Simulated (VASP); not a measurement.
# CdS (Cm) in VASP: further runs

Runs on CdS. Level: r2SCAN. Tasks: single point.

All numbers are computed with VASP 6.6.1; they aren't measurements. Logs are shortened: lines on timing, memory, paths and dates and some standing lists are left out, and cuts for length are marked.

## (1) The cell of the first run

It takes space group Cm (No. 8, monoclinic). The conventional cell has a = 7.128 Å, b = 4.115 Å, c = 4.115 Å, α = 90.00°, β = 125.26°, γ = 90.00°. Cd (site symmetry m) has 4 S at 2.43 to 2.61 Å within 3.2 Å. S (site symmetry m) has 4 Cd at 2.43 to 2.61 Å within 3.2 Å.

## (2) Single point, r2SCAN

Contents of POSCAR:

```
CdS
1.0
    0.0000000000      2.9100000000      2.9100000000
    2.9100000000      0.0000000000      2.9100000000
    2.9100000000      2.9100000000      0.0000000000
Cd S
1 1
Direct
    0.0000000000      0.0000000000      0.0000000000
    0.7226633976      0.7500000000      0.7500000000
```

Contents of INCAR.step1:

```
SYSTEM = CdS
ALGO = Normal
EDIFF = 1E-4
ENCUT = 520
GGA = PE
ISMEAR = 0
LASPH = .TRUE.
LCHARG = .FALSE.
LREAL = .FALSE.
LWAVE = .TRUE.
NBANDS = 16
NELM = 80
PREC = Accurate
SIGMA = 0.05
```

Contents of INCAR.step2:

```
SYSTEM = CdS
ALGO = Normal
EDIFF = 1E-6
ENCUT = 520
ISIF = 2
ISMEAR = 0
ISTART = 1
LASPH = .TRUE.
LCHARG = .FALSE.
LMIXTAU = .TRUE.
LREAL = .FALSE.
LWAVE = .FALSE.
METAGGA = R2SCAN
NBANDS = 16
NELM = 80
PREC = Accurate
SIGMA = 0.05
```

Contents of KPOINTS:

```
k-points
0
G
  8 8 8
  0 0 0
```

Potentials or basis: VASP PAW PBE potentials, release 64 (Cd, S).

Started as:

```bash
cat potpaw_PBE.64/Cd/POTCAR potpaw_PBE.64/S/POTCAR > POTCAR
cp INCAR.step1 INCAR
mpirun -np 1 vasp_std > vasp.out
cp INCAR.step2 INCAR
mpirun -np 1 vasp_std > vasp.out
```

OUTCAR:

```text
SYSTEM = CdS
   EDIFF = 1E-6
   ENCUT = 520
   ISIF = 2
   ISMEAR = 0
   ISTART = 1
   LASPH = .TRUE.
   LREAL = .FALSE.
   METAGGA = R2SCAN
   NELM = 80
   PREC = Accurate

 ion  position               nearest neighbor table
   1  0.000  0.000  0.000-   2 2.43   2 2.52   2 2.52   2 2.61
   2  0.723  0.750  0.750-   1 2.43   1 2.52   1 2.52   1 2.61

  LATTYP: Found a face centered cubic cell.
 ALAT       =     5.8200000000

  Lattice vectors:

 A1 = (   0.0000000000,   2.9100000000,   2.9100000000)
 A2 = (   2.9100000000,   0.0000000000,   2.9100000000)
 A3 = (   2.9100000000,   2.9100000000,   0.0000000000)

Analysis of symmetry for initial positions (statically):
=====================================================================
 Subroutine PRICEL returns:
 Original cell was already a primitive cell.

 Routine SETGRP: Setting up the symmetry group for a
 face centered cubic supercell.

 Subroutine GETGRP returns: Found  2 space group operations
 (whereof  2 operations were pure point group operations)
 out of a pool of 48 trial point group operations.

The static configuration has the point symmetry C_1h.

Analysis of symmetry for dynamics (positions and initial velocities):
=====================================================================
 Subroutine PRICEL returns:
 Original cell was already a primitive cell.

 Routine SETGRP: Setting up the symmetry group for a
 face centered cubic supercell.

 Subroutine GETGRP returns: Found  2 space group operations
 (whereof  2 operations were pure point group operations)
 out of a pool of 48 trial point group operations.

The dynamic configuration has the point symmetry C_1h.

 Subroutine INISYM returns: Found  2 space group operations
 (whereof  2 operations are pure point group operations),
 and found     1 'primitive' translations

----------------------------------------------------------------------------------------

                                     Primitive cell

  volume of cell :      49.2843

  direct lattice vectors                    reciprocal lattice vectors
     0.000000000  2.910000000  2.910000000    -0.171821306  0.171821306  0.171821306
     2.910000000  0.000000000  2.910000000     0.171821306 -0.171821306  0.171821306
     2.910000000  2.910000000  0.000000000     0.171821306  0.171821306 -0.171821306

  length of vectors
     4.115361467  4.115361467  4.115361467     0.297603232  0.297603232  0.297603232

  position of ions in fractional coordinates (direct lattice)
     0.000000000  0.000000000  0.000000000
     0.722663398  0.750000000  0.750000000

  ion indices of the primitive-cell ions
   primitive index   ion index
                 1           1
                 2           2

----------------------------------------------------------------------------------------

 KPOINTS: k-points

Automatic generation of k-mesh.
 Grid dimensions read from file:
 generate k-points for:    8    8    8

 Generating k-lattice:

  Cartesian coordinates                     Fractional coordinates (reciprocal lattice)
    -0.021477663  0.021477663  0.021477663     0.125000000  0.000000000  0.000000000
     0.021477663 -0.021477663  0.021477663     0.000000000  0.125000000  0.000000000
     0.021477663  0.021477663 -0.021477663     0.000000000  0.000000000  0.125000000

  Length of vectors
     0.037200404  0.037200404  0.037200404

  Shift w.r.t. Gamma in fractional coordinates (k-lattice)
     0.000000000  0.000000000  0.000000000

 Subroutine IBZKPT returns following result:
 ===========================================

 Found    150 irreducible k-points:

 Following reciprocal coordinates:
            Coordinates               Weight
  0.000000  0.000000  0.000000      1.000000
  0.125000  0.000000  0.000000      2.000000
  0.000000  0.125000  0.000000      4.000000
  0.125000  0.125000  0.125000      2.000000
  0.250000  0.000000  0.000000      2.000000
  0.000000  0.250000  0.000000      4.000000
[... 16 lines left out ...]
  0.375000  0.125000  0.000000      4.000000
  0.000000  0.375000  0.125000      4.000000
 [... further k-points ...]
   k-points           NKPTS =    150   k-points in BZ     NKDIM =    150   number of bands    NBANDS=     16
   number of dos      NEDOS =    301   number of ions     NIONS =      2
   total plane-waves  NPLWV =  32768
   dimension x,y,z NGX =    32 NGY =   32 NGZ =   32
   dimension x,y,z NGXF=    64 NGYF=   64 NGZF=   64
   ions per type =               1   1
   NGX,Y,Z   is equivalent  to a cutoff of  12.93, 12.93, 12.93 a.u.
   NGXF,Y,Z  is equivalent  to a cutoff of  25.85, 25.85, 25.85 a.u.
 SYSTEM =  CdS
   PREC   = accura    normal or accurate (medium, high low for compatibility)
   ISTART =      1    job   : 0-new  1-cont  2-samecut
   ICHARG =      0    charge: 1-file 2-atom 10-const
   ISPIN  =      1    spin polarized calculation?
   LNONCOLLINEAR =      F non collinear calculations
   LSORBIT =      F    spin-orbit coupling
   LASPH  =      T    aspherical Exc in radial PAW
   ENCUT  =  520.0 eV  38.22 Ry    6.18 a.u.   7.65  7.65  7.65*2*pi/ulx,y,z
   NELM   =     80;   NELMIN=  2; NELMDL=  0     # of ELM steps
   EDIFF  = 0.1E-05   stopping-criterion for ELM
   LREAL  =      F    real-space projection
   EDIFFG = 0.1E-04   stopping-criterion for IOM
   NSW    =      0    number of steps for IOM
   IBRION =     -1    ionic relax: 0-MD 1-quasi-New 2-CG
   NFREE  =      0    steps in history (QN), initial steepest desc. (CG)
   ISIF   =      2    stress and relaxation
   ISYM   =      2    0-nonsym 1-usesym 2-fastsym
   POTIM  = 0.5000    time-step for ionic-motion
   TEBEG  =    0.0;   TEEND  =   0.0 temperature during run
   PSTRESS=    0.0 pullay stress
   NELECT =      18.0000    total number of electrons
   NUPDOWN=      -1.0000    fix difference up-down
   EMIN   =  10.00;   EMAX   =-10.00  energy-range for DOS
   EFERMI =   0.00;   METHOD = LEGACY
   ISMEAR =     0;   SIGMA  =   0.05  broadening in eV -4-tet -1-fermi 0-gaus
   EFERMI_NEDOS =   21; number of points for ismear=-14 and -15
   IALGO  =     38    algorithm
   IMIX   =      4    mixing-type and parameters
     AMIX     =   0.40;   BMIX     =  1.00
     AMIX_MAG =   1.60;   BMIX_MAG =  1.00
  volume/ion in A,a.u.               =      24.64       166.29
  Fermi-wavevector in a.u.,A,eV,Ry     =   1.170207  2.211371 18.631605  1.369384
  Thomas-Fermi vector in A             =   2.306669
   LORBIT       =      0    0 simple, 1 ext, 2 COOP (PROOUT), +10 PAW based schemes
   METAGGA = R2SCAN    functional components
   LHFCALC =     F    Hartree Fock is set to
   AEXX    =    0.0000 exact exchange contribution
   IVDW    =     0    specifies the selected vdW correction
   LEPSILON=     F    determine dielectric tensor
   LRPA    =     F    only Hartree local field effects (RPA)
 non-spin polarized calculation
 Gauss-broadening in eV      SIGMA  =   0.05
  energy-cutoff  :      520.00
  volume of cell :       49.28
 maximum number of plane-waves:      1363
   NGX = 15   NGY = 15   NGZ = 15

 number of electron      18.0000004 magnetization

 Free energy of the ion-electron system (eV)
  ---------------------------------------------------
  ext. energy  EPLUGINS =         0.00000000
  ---------------------------------------------------
  free energy    TOTEN  =       -29.63929162 eV

  energy without entropy =      -29.63929162  energy(sigma->0) =      -29.63929162

 E-fermi :   1.3417     XC(G=0):  -9.7666

 val. band max:        1.1217120921   @ k =   0.0000   0.0000   0.0000
 cond. band min:       2.7306182076   @ k =   0.0000   0.0000   0.0000
 fundamental gap:      1.6089061155
 Fermi energy:         1.3417257820

 k-point     1 :       0.0000    0.0000    0.0000
  band No.  band energies     occupation
      1     -11.8294      2.00000
      2      -6.9798      2.00000
      3      -6.9005      2.00000
      4      -6.8142      2.00000
      5      -6.3757      2.00000
      6      -6.3738      2.00000
[... 8 lines left out ...]
     15      13.0951      0.00000
     16      13.1237      0.00000

 k-point     2 :       0.1250    0.0000    0.0000
  band No.  band energies     occupation
      1     -11.7626      2.00000
      2      -6.9250      2.00000
      3      -6.8681      2.00000
      4      -6.7844      2.00000
      5      -6.3785      2.00000
      6      -6.3773      2.00000
[... 8 lines left out ...]
     15      12.4540      0.00000
     16      13.6473      0.00000

 k-point     3 :       0.0000    0.1250    0.0000
  band No.  band energies     occupation
      1     -11.7657      2.00000
      2      -6.9515      2.00000
      3      -6.8566      2.00000
      4      -6.7811      2.00000
      5      -6.3768      2.00000
      6      -6.3740      2.00000
[... 8 lines left out ...]
     15      12.4866      0.00000
     16      13.6506      0.00000

 k-point     4 :       0.1250    0.1250    0.1250
  band No.  band energies     occupation
      1     -11.7687      2.00000
      2      -6.9583      2.00000
      3      -6.8840      2.00000
      4      -6.7566      2.00000
      5      -6.3754      2.00000
      6      -6.3722      2.00000
[... 8 lines left out ...]
     15      12.5078      0.00000
     16      13.6636      0.00000
[... 324 lines left out ...]
 k-point    22 :       0.1250    0.2500    0.2500
  band No.  band energies     occupation
      1     -11.6268      2.00000
      2      -6.9083      2.00000
      3      -6.8142      2.00000
      4      -6.6316      2.00000
      5      -6.3829      2.00000
      6      -6.3424      2.00000
[... 8 lines left out ...]
     15      13.1623      0.00000
     16      14.3316      0.00000

 k-point    23 :       0.3750    0.1250    0.0000
  band No.  band energies     occupation
      1     -11.4542      2.00000
      2      -6.7447      2.00000
      3      -6.6810      2.00000
      4      -6.4913      2.00000
      5      -6.3433      2.00000
      6      -6.3075      2.00000
[... 8 lines left out ...]
     15      13.7154      0.00000
     16      13.8203      0.00000

 k-point    24 :       0.0000    0.3750    0.1250
  band No.  band energies     occupation
      1     -11.4653      2.00000
      2      -6.8047      2.00000
      3      -6.7392      2.00000
      4      -6.4576      2.00000
      5      -6.3418      2.00000
      6      -6.2705      2.00000
[... 8 lines left out ...]
     15      13.6990      0.00000
     16      13.8091      0.00000

 [... further k-points ...]
[... 5 lines left out ...]
  --------------------------------------------------------------------------------------
  -------------------------------------------------------------------------------------
  Total        0.8469265      0.7754194      0.7754194     -0.6176470      0.1323374     -0.6176469
  in kB       27.5326060     25.2079923     25.2079923    -20.0789940      4.3021370    -20.0789920
  external PRESSURE =      25.9828636 kB  Pullay stress =       0.0000000 kB

 VOLUME and BASIS-vectors are now :
 -----------------------------------------------------------------------------
  energy-cutoff  :      520.00
  volume of cell :       49.28
      direct lattice vectors                 reciprocal lattice vectors
     0.000000000  2.910000000  2.910000000    -0.171821306  0.171821306  0.171821306
     2.910000000  0.000000000  2.910000000     0.171821306 -0.171821306  0.171821306
     2.910000000  2.910000000  0.000000000     0.171821306  0.171821306 -0.171821306

 POSITION                                       TOTAL-FORCE (eV/Angst)
 -----------------------------------------------------------------------------------
      0.00000      0.00000      0.00000         0.135595     -0.440861     -0.440861
      4.36500      4.28545      4.28545        -0.135595      0.440861      0.440861
 -----------------------------------------------------------------------------------
    total drift:                               -0.000472     -0.000219     -0.000219

  FREE ENERGIE OF THE ION-ELECTRON SYSTEM (eV)
  ---------------------------------------------------
  free  energy   TOTEN  =       -29.6392916235 eV

  energy  without entropy=      -29.6392916235  energy(sigma->0) =      -29.63929162
```

It took 5.4 min on 1 thread of Intel Xeon Platinum 8259CL at 2.50GHz (Skylake/Cascade Lake), shared host; peak memory 0.26 GiB.

What came out:

```
Free energy            : -29.6393 eV
Pressure               : 2.6 GPa
Largest force          : 0.638 eV/Å
Band gap on the k mesh : 1.61 eV, direct
```

Forces in eV/Å, atoms in the order of the input:
```
Cd   0.136 -0.441 -0.441
S   -0.136  0.441  0.441
```

Levels at points of the mesh, in eV from the valence-band top:
| k point | band 6 | band 7 | band 8 | band 9 | band 10 | band 11 | band 12 | band 13 |
| --- | --- | --- | --- | --- | --- | --- | --- | --- |
| (0.00, 0.00, 0.00) | -7.50 | -0.06 | 0.00 | 0.00 | 1.61 | 7.05 | 7.06 | 7.12 |
| (0.50, 0.00, 0.00) | -7.13 | -4.70 | -0.95 | -0.78 | 3.61 | 7.40 | 7.72 | 7.98 |
| (0.00, 0.50, 0.00) | -7.10 | -4.52 | -0.93 | -0.64 | 3.48 | 7.19 | 7.76 | 7.90 |
| (0.50, 0.50, 0.50) | -7.08 | -4.33 | -0.80 | -0.63 | 3.35 | 7.21 | 7.54 | 7.84 |
| (0.50, 0.50, 0.00) | -7.03 | -4.02 | -1.97 | -1.94 | 3.79 | 4.77 | 9.81 | 11.48 |
| (0.00, 0.50, 0.50) | -7.04 | -4.04 | -1.98 | -1.92 | 3.80 | 4.74 | 9.81 | 11.56 |

Caveat: the cell differs from its parent crystal (all S atoms moved +0.113 Å, as atom 2 towards its neighbour atom 2 (S) at 4.115 Å); the PAW data sets were made with another functional, which shifts forces and pressure a little.

## (3) Single point, r2SCAN

POSCAR, as its differences from that of step 2:

```diff
@@ -9,2 +9,2 @@
     0.0000000000      0.0000000000      0.0000000000
-    0.7226633976      0.7500000000      0.7500000000
+    0.7408877992      0.7500000000      0.7500000000
```

Contents of INCAR.step1:

```
PREC     = Accurate       # precision mode
ENCUT    = 520            # plane-wave cutoff, eV
ISMEAR   = 0              # smearing method
SIGMA    = 0.05           # smearing width, eV
LREAL    = False          # projectors in reciprocal space
LASPH    = True           # aspherical terms in the spheres
NELM     = 60             # most SCF steps
NBANDS   = 16             # bands
GGA      = PE             # functional
ALGO     = Normal         # electronic algorithm
EDIFF    = 1E-4           # SCF threshold, eV
LWAVE    = True           # write WAVECAR
LCHARG   = False          # write CHGCAR
```

Contents of INCAR.step2:

```
PREC     = Accurate       # precision mode
ENCUT    = 520            # plane-wave cutoff, eV
EDIFF    = 1E-6           # SCF threshold, eV
ISMEAR   = 0              # smearing method
SIGMA    = 0.05           # smearing width, eV
LREAL    = False          # projectors in reciprocal space
LASPH    = True           # aspherical terms in the spheres
NELM     = 60             # most SCF steps
ALGO     = Normal         # electronic algorithm
ISIF     = 2              # what is computed and relaxed
LWAVE    = False          # write WAVECAR
LCHARG   = True           # write CHGCAR
METAGGA  = R2SCAN         # meta-GGA
LMIXTAU  = True         
LELF     = True           # ELF
LVHAR    = True         
NBANDS   = 16             # bands
ISTART   = 1
```

Contents of KPOINTS:

```
Automatic mesh
0
Gamma
  8 8 8
```

Potentials or basis: VASP PAW PBE potentials, release 64 (Cd, S).

Started as:

```bash
cat potpaw_PBE.64/Cd/POTCAR potpaw_PBE.64/S/POTCAR > POTCAR
cp INCAR.step1 INCAR
mpirun -np 1 vasp_std > vasp.out
cp INCAR.step2 INCAR
mpirun -np 1 vasp_std > vasp.out
```

Run time: 4.5 min. Hardware: 1 thread of Intel Xeon Platinum 8259CL at 2.50GHz (Skylake/Cascade Lake), shared host; peak memory 0.27 GiB.

It converged, with:

| Item | Value |
| --- | --- |
| Free energy | -29.6702 eV |
| Pressure | 2.3 GPa |
| Largest force | 0.205 eV/Å |
| Band gap on the k mesh | 1.60 eV, direct |

Forces on the atoms (eV/Å):
```
Cd   0.015 -0.144 -0.144
S   -0.015  0.144  0.144
```

Stress tensor (GPa, compression positive):
```
 2.33 -0.66 -0.66
-0.66  2.30  0.05
-0.66  0.05  2.30
```

Levels at points of the mesh, in eV from the valence-band top:
```csv
k point,band 5,band 6,band 7,band 8,band 9,band 10,band 11,band 12,band 13,band 14
"(0.00, 0.00, 0.00)",-7.48,-7.48,-0.02,-0.01,0.00,1.60,7.06,7.06,7.08,12.00
"(0.50, 0.00, 0.00)",-7.44,-7.09,-4.58,-0.84,-0.78,3.52,7.45,7.56,7.94,11.58
"(0.00, 0.50, 0.00)",-7.43,-7.08,-4.52,-0.83,-0.74,3.48,7.38,7.57,7.92,11.60
"(0.50, 0.50, 0.50)",-7.43,-7.08,-4.45,-0.79,-0.73,3.44,7.39,7.50,7.89,11.62
"(0.50, 0.50, 0.00)",-7.39,-7.02,-4.02,-1.96,-1.95,3.82,4.76,9.83,11.55,11.63
"(0.00, 0.50, 0.50)",-7.39,-7.02,-4.02,-1.96,-1.95,3.82,4.76,9.83,11.58,11.59
```

Caveat: the cell differs from its parent crystal (all S atoms moved +0.037 Å, as atom 2 towards its neighbour atom 2 (S) at 4.115 Å); the PAW data sets were made with another functional, which shifts forces and pressure a little.
